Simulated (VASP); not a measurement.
## SnGe2: single point with PBE

Crystal: SnGe2.

```
Sn Ge
1.0
     4.29772    0.00000    0.00000
    -2.14886    3.72194    0.00000
     0.00000    0.00000   10.46886
Sn Ge
2 4
Direct
  0.00000 0.00000 0.86292
  0.00000 0.00000 0.13708
  0.33333 0.66667 0.53505
  0.66667 0.33333 0.22654
  0.66667 0.33333 0.46495
  0.33333 0.66667 0.77346
```

```json
{"Program": "VASP 6.6.1", "Task": "single point", "Functional": "PBE", "Potentials or basis": "VASP PAW PBE potentials, release 64 (Sn_d, Ge_d)", "Cutoff": "520 eV", "k mesh": "6 × 6 × 2", "Occupations": "gaussian, width 0.1 eV", "Spin": "no spin polarisation"}
```

```yaml
Pressure: 0.2 GPa
Largest_force: 0.010 eV/Å
Band_gap_on_the_k_mesh: zero (bands 42 and 43 overlap by 0.28 eV)
```

Forces in eV/Å, atoms in the order of the input:
```
Sn   0.000  0.000  0.010
Sn   0.000  0.000 -0.010
Ge   0.000  0.000 -0.004
Ge   0.000  0.000 -0.005
Ge   0.000  0.000  0.004
Ge   0.000  0.000  0.005
```

Levels at points of the mesh, in eV from the Fermi level:
```tsv
k point	band 40	band 41	band 42	band 43	band 44	band 45
(0.00, 0.00, 0.00)	-0.58	-0.01	0.13	0.24	0.24	0.75
(0.50, 0.00, 0.00)	-2.36	-1.50	-1.44	0.83	0.99	1.60
(0.00, 0.00, 0.50)	-0.23	-0.23	-0.15	-0.15	0.90	0.93
(0.50, 0.00, 0.50)	-1.99	-1.03	-1.00	0.07	0.90	1.53
```

It took 3.5 min on 1 thread of Intel Xeon 8259CL, with other jobs on the host, peak memory 0.32 GiB.

Caveat: semilocal functionals underestimate gaps, and a narrow one can read as zero; spin-orbit coupling is left out, which moves the levels of the heavy elements.
